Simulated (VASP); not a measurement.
# Sn5Ge (P4/mmm) in VASP: notebook

The runs below take Sn5Ge through single point, with PBE.

Everything below comes from runs of VASP 6.6.1. Logs are shortened: lines on timing, memory, paths and dates and some standing lists are left out, and cuts for length are marked.

**1. The cell of the first run**

It takes space group P4/mmm (No. 123, tetragonal). The conventional cell has a = 3.571 Å, b = 3.571 Å, c = 12.404 Å, α = 90.00°, β = 90.00°, γ = 90.00°. Within 4.4 Å of Sn (site symmetry 4/mmm) lie 14 Sn at 3.30 to 4.36 Å. Sn (site symmetry 4mm) has 13 Sn at 3.30 to 4.25 Å and 1 Ge at 4.08 Å within 4.3 Å. Sn (site symmetry 4mm) has 4 Ge at 3.13 Å and 9 Sn at 3.37 to 3.68 Å within 4.1 Å. Ge (site symmetry 4/mmm) has 10 Sn at 3.13 to 4.08 Å and 4 Ge at 3.57 Å within 4.1 Å.

**2. Single point, PBE**

The input, INCAR:

```
PREC = Accurate
ENCUT = 520
EDIFF = 1E-7
ISMEAR = 0
SIGMA = 0.1
LREAL = F
LASPH = T
NELM = 100
ALGO = Fast
ISIF = 2
LWAVE = F
LCHARG = F
GGA = PE
NBANDS = 51
```

The input, KPOINTS:

```
regular mesh
0
Gamma
  6 6 2
```

The input, POSCAR:

```
Sn5Ge
1.0
    3.5706875678      0.0000000000      0.0000000000
    0.0000000000      3.5706875678      0.0000000000
    0.0000000000      0.0000000000     12.4037517062
Sn Ge
5 1
Direct
    0.0000000000      0.0000000000      0.0000000000
    0.5000000000      0.5000000000      0.1712579264
    0.0000000000      0.0000000000      0.3515248141
    0.0000000000      0.0000000000      0.6484751859
    0.5000000000      0.5000000000      0.8287420736
    0.5000000000      0.5000000000      0.5000000000
```

Potentials or basis: VASP PAW PBE potentials, release 64 (Sn_d, Ge_d).

Command:

```sh
$ cat potpaw_PBE.64/Sn_d/POTCAR potpaw_PBE.64/Ge_d/POTCAR > POTCAR
$ mpirun -np 1 vasp_std > vasp.out
```

OUTCAR:

```text
PREC = Accurate
   ENCUT = 520
   EDIFF = 1E-7
   ISMEAR = 0
   LREAL = F
   LASPH = T
   NELM = 100
   ISIF = 2
   GGA = PE

 ion  position               nearest neighbor table
   1  0.000  0.000  0.000-   2 3.30   5 3.30   2 3.30   5 3.30   2 3.30   5 3.30   2 3.30   5 3.30

   2  0.500  0.500  0.171-   1 3.30   1 3.30   1 3.30   1 3.30   3 3.37   3 3.37   3 3.37   3 3.37

   3  0.000  0.000  0.352-   6 3.13   6 3.13   6 3.13   6 3.13   2 3.37   2 3.37   2 3.37   2 3.37
                             4 3.68
   4  0.000  0.000  0.648-   6 3.13   6 3.13   6 3.13   6 3.13   5 3.37   5 3.37   5 3.37   5 3.37
                             3 3.68
   5  0.500  0.500  0.829-   1 3.30   1 3.30   1 3.30   1 3.30   4 3.37   4 3.37   4 3.37   4 3.37

   6  0.500  0.500  0.500-   3 3.13   4 3.13   3 3.13   4 3.13   3 3.13   4 3.13   3 3.13   4 3.13

  LATTYP: Found a simple tetragonal cell.
 ALAT       =     3.5706875678
 C/A-ratio  =     3.4737712193

  Lattice vectors:

 A1 = (   3.5706875678,   0.0000000000,   0.0000000000)
 A2 = (   0.0000000000,   3.5706875678,   0.0000000000)
 A3 = (   0.0000000000,   0.0000000000,  12.4037517062)

Analysis of symmetry for initial positions (statically):
=====================================================================
 Subroutine PRICEL returns:
 Original cell was already a primitive cell.

 Routine SETGRP: Setting up the symmetry group for a
 simple tetragonal supercell.

 Subroutine GETGRP returns: Found 16 space group operations
 (whereof 16 operations were pure point group operations)
 out of a pool of 16 trial point group operations.

The static configuration has the point symmetry D_4h.

Analysis of symmetry for dynamics (positions and initial velocities):
=====================================================================
 Subroutine PRICEL returns:
 Original cell was already a primitive cell.

 Routine SETGRP: Setting up the symmetry group for a
 simple tetragonal supercell.

 Subroutine GETGRP returns: Found 16 space group operations
 (whereof 16 operations were pure point group operations)
 out of a pool of 16 trial point group operations.

The dynamic configuration has the point symmetry D_4h.

 Subroutine INISYM returns: Found 16 space group operations
 (whereof 16 operations are pure point group operations),
 and found     1 'primitive' translations

----------------------------------------------------------------------------------------

                                     Primitive cell

  volume of cell :     158.1455

  direct lattice vectors                    reciprocal lattice vectors
     3.570687568  0.000000000  0.000000000     0.280058107  0.000000000  0.000000000
     0.000000000  3.570687568  0.000000000     0.000000000  0.280058107  0.000000000
     0.000000000  0.000000000 12.403751706     0.000000000  0.000000000  0.080620769

  length of vectors
     3.570687568  3.570687568 12.403751706     0.280058107  0.280058107  0.080620769

  position of ions in fractional coordinates (direct lattice)
     0.000000000  0.000000000  0.000000000
     0.500000000  0.500000000  0.171257926
     0.000000000  0.000000000  0.351524814
     0.000000000  0.000000000  0.648475186
     0.500000000  0.500000000  0.828742074
     0.500000000  0.500000000  0.500000000

  ion indices of the primitive-cell ions
   primitive index   ion index
                 1           1
                 2           2
                 3           3
                 4           4
                 5           5
                 6           6

----------------------------------------------------------------------------------------

 KPOINTS: regular mesh

Automatic generation of k-mesh.
 Grid dimensions read from file:
 generate k-points for:    6    6    2

 Generating k-lattice:

  Cartesian coordinates                     Fractional coordinates (reciprocal lattice)
     0.046676351  0.000000000  0.000000000     0.166666667  0.000000000  0.000000000
     0.000000000  0.046676351  0.000000000     0.000000000  0.166666667  0.000000000
     0.000000000  0.000000000  0.040310384     0.000000000  0.000000000  0.500000000

  Length of vectors
     0.046676351  0.046676351  0.040310384

  Shift w.r.t. Gamma in fractional coordinates (k-lattice)
     0.000000000  0.000000000  0.000000000

 Subroutine IBZKPT returns following result:
 ===========================================

 Found     20 irreducible k-points:

 Following reciprocal coordinates:
            Coordinates               Weight
  0.000000  0.000000  0.000000      1.000000
  0.166667  0.000000  0.000000      4.000000
  0.333333  0.000000  0.000000      4.000000
  0.500000  0.000000  0.000000      2.000000
  0.166667  0.166667  0.000000      4.000000
  0.333333  0.166667  0.000000      8.000000
[... 12 lines left out ...]
  0.500000  0.333333  0.500000      4.000000
  0.500000  0.500000  0.500000      1.000000
   k-points           NKPTS =     20   k-points in BZ     NKDIM =     20   number of bands    NBANDS=     51
   number of dos      NEDOS =    301   number of ions     NIONS =      6
   total plane-waves  NPLWV =  75264
   dimension x,y,z NGX =    28 NGY =   28 NGZ =   96
   dimension x,y,z NGXF=    56 NGYF=   56 NGZF=  192
   ions per type =               5   1
   NGX,Y,Z   is equivalent  to a cutoff of  13.04, 13.04, 12.87 a.u.
   NGXF,Y,Z  is equivalent  to a cutoff of  26.07, 26.07, 25.73 a.u.
 SYSTEM =  unknown system
   PREC   = accura    normal or accurate (medium, high low for compatibility)
   ISTART =      0    job   : 0-new  1-cont  2-samecut
   ICHARG =      2    charge: 1-file 2-atom 10-const
   ISPIN  =      1    spin polarized calculation?
   LNONCOLLINEAR =      F non collinear calculations
   LSORBIT =      F    spin-orbit coupling
   LASPH  =      T    aspherical Exc in radial PAW
   ENCUT  =  520.0 eV  38.22 Ry    6.18 a.u.   6.64  6.64 23.06*2*pi/ulx,y,z
   NELM   =    100;   NELMIN=  2; NELMDL= -5     # of ELM steps
   EDIFF  = 0.1E-06   stopping-criterion for ELM
   LREAL  =      F    real-space projection
   EDIFFG = 0.1E-05   stopping-criterion for IOM
   NSW    =      0    number of steps for IOM
   IBRION =     -1    ionic relax: 0-MD 1-quasi-New 2-CG
   NFREE  =      0    steps in history (QN), initial steepest desc. (CG)
   ISIF   =      2    stress and relaxation
   ISYM   =      2    0-nonsym 1-usesym 2-fastsym
   POTIM  = 0.5000    time-step for ionic-motion
   TEBEG  =    0.0;   TEEND  =   0.0 temperature during run
   PSTRESS=    0.0 pullay stress
   NELECT =      84.0000    total number of electrons
   NUPDOWN=      -1.0000    fix difference up-down
   EMIN   =  10.00;   EMAX   =-10.00  energy-range for DOS
   EFERMI =   0.00;   METHOD = LEGACY
   ISMEAR =     0;   SIGMA  =   0.10  broadening in eV -4-tet -1-fermi 0-gaus
   EFERMI_NEDOS =   21; number of points for ismear=-14 and -15
   IALGO  =     68    algorithm
   IMIX   =      4    mixing-type and parameters
     AMIX     =   0.40;   BMIX     =  1.00
     AMIX_MAG =   1.60;   BMIX_MAG =  1.00
  volume/ion in A,a.u.               =      26.36       177.87
  Fermi-wavevector in a.u.,A,eV,Ry     =   1.325813  2.505424 23.916057  1.757781
  Thomas-Fermi vector in A             =   2.455246
   LORBIT       =      0    0 simple, 1 ext, 2 COOP (PROOUT), +10 PAW based schemes
   GGA     = PE    functional components
   LHFCALC =     F    Hartree Fock is set to
   AEXX    =    0.0000 exact exchange contribution
   IVDW    =     0    specifies the selected vdW correction
   LEPSILON=     F    determine dielectric tensor
   LRPA    =     F    only Hartree local field effects (RPA)
 non-spin polarized calculation
 RMM-DIIS sequential band-by-band and
 Gauss-broadening in eV      SIGMA  =   0.10
  energy-cutoff  :      520.00
  volume of cell :      158.15
 maximum number of plane-waves:      4311
 NGX is ok and might be reduce to    28
   NGX = 13   NGY = 13   NGZ = 47

 number of electron      84.0000024 magnetization

 Free energy of the ion-electron system (eV)
  ---------------------------------------------------
  ext. energy  EPLUGINS =         0.00000000
  ---------------------------------------------------
  free energy    TOTEN  =       -23.13105323 eV

  energy without entropy =      -23.10652821  energy(sigma->0) =      -23.11879072

 E-fermi :   7.5774     XC(G=0): -10.3804

 val. band max:        7.5691696625   @ k =   0.5000   0.5000   0.0000
 cond. band min:       7.5991607558   @ k =   0.3333   0.3333   0.5000
 fundamental gap:      0.0299910933
 Fermi energy:         7.5774289349

 k-point     1 :       0.0000    0.0000    0.0000
  band No.  band energies     occupation
      1     -17.0313      2.00000
      2     -17.0200      2.00000
      3     -17.0088      2.00000
      4     -17.0088      2.00000
      5     -17.0051      2.00000
      6     -13.8959      2.00000
[... 43 lines left out ...]
     50      12.5188      0.00000
     51      12.5498      0.00000

 k-point     2 :       0.1667    0.0000    0.0000
  band No.  band energies     occupation
      1     -17.0283      2.00000
      2     -17.0215      2.00000
      3     -17.0103      2.00000
      4     -17.0088      2.00000
      5     -17.0037      2.00000
      6     -13.8775      2.00000
[... 43 lines left out ...]
     50      12.6183      0.00000
     51      13.8290      0.00000

 k-point     3 :       0.3333    0.0000    0.0000
  band No.  band energies     occupation
      1     -17.0243      2.00000
      2     -17.0230      2.00000
      3     -17.0133      2.00000
      4     -17.0087      2.00000
      5     -16.9998      2.00000
      6     -13.8549      2.00000
[... 43 lines left out ...]
     50      12.4907      0.00000
     51      13.0506      0.00000
[... 811 lines left out ...]
 k-point    19 :       0.5000    0.3333    0.5000
  band No.  band energies     occupation
      1     -17.0303      2.00000
      2     -17.0146      2.00000
      3     -17.0131      2.00000
      4     -17.0089      2.00000
      5     -16.9964      2.00000
      6     -13.8972      2.00000
[... 43 lines left out ...]
     50       8.9003      0.00000
     51      11.1695      0.00000

 k-point    20 :       0.5000    0.5000    0.5000
  band No.  band energies     occupation
      1     -17.0318      2.00000
      2     -17.0146      2.00000
      3     -17.0146      2.00000
      4     -17.0053      2.00000
      5     -16.9956      2.00000
      6     -13.9113      2.00000
[... 43 lines left out ...]
     50       9.7599      0.00000
     51       9.8039      0.00000

------------------------ aborting loop because EDIFF is reached ----------------------------------------

  FORCE on cell =-STRESS in cart. coord.  units (eV):
  Direction    XX          YY          ZZ          XY          YZ          ZX
  --------------------------------------------------------------------------------------
  -------------------------------------------------------------------------------------
  Total        0.0413535      0.0413535     -0.0977100      0.0000000      0.0000000     -0.0000000
  in kB        0.4189537      0.4189537     -0.9899039      0.0000000      0.0000000     -0.0000000
  external PRESSURE =      -0.0506655 kB  Pullay stress =       0.0000000 kB

 VOLUME and BASIS-vectors are now :
 -----------------------------------------------------------------------------
  energy-cutoff  :      520.00
  volume of cell :      158.15
      direct lattice vectors                 reciprocal lattice vectors
     3.570687568  0.000000000  0.000000000     0.280058107  0.000000000  0.000000000
     0.000000000  3.570687568  0.000000000     0.000000000  0.280058107  0.000000000
     0.000000000  0.000000000 12.403751706     0.000000000  0.000000000  0.080620769

 POSITION                                       TOTAL-FORCE (eV/Angst)
 -----------------------------------------------------------------------------------
      0.00000      0.00000      0.00000         0.000000      0.000000      0.000000
      1.78534      1.78534      2.12424         0.000000      0.000000      0.016244
      0.00000      0.00000      4.36023         0.000000      0.000000     -0.015279
      0.00000      0.00000      8.04353        -0.000000      0.000000      0.015279
      1.78534      1.78534     10.27951         0.000000     -0.000000     -0.016244
      1.78534      1.78534      6.20188         0.000000      0.000000      0.000000
 -----------------------------------------------------------------------------------
    total drift:                                0.000000      0.000000      0.000000

  FREE ENERGIE OF THE ION-ELECTRON SYSTEM (eV)
  ---------------------------------------------------
  free  energy   TOTEN  =       -23.1310532338 eV

  energy  without entropy=      -23.1065282058  energy(sigma->0) =      -23.11879072
```

Wall time 8.9 min (1 thread of Intel Xeon 8259CL, shared host); peak memory 0.32 GiB.

What came out:

| Quantity | Value |
| --- | --- |
| Free energy | -23.1311 eV |
| Pressure | 0.0 GPa |
| Largest force | 0.016 eV/Å |
| Band gap on the k mesh | zero (bands 42 and 43 overlap by 3.24 eV) |

Forces on the atoms (eV/Å):
```
Sn   0.000  0.000  0.000
Sn   0.000  0.000  0.016
Sn   0.000  0.000 -0.015
Sn   0.000  0.000  0.015
Sn   0.000  0.000 -0.016
Ge   0.000  0.000  0.000
```

Caveat: spin-orbit coupling is left out, which moves the levels of the heavy elements.

(Continued in part 2 of 2.)
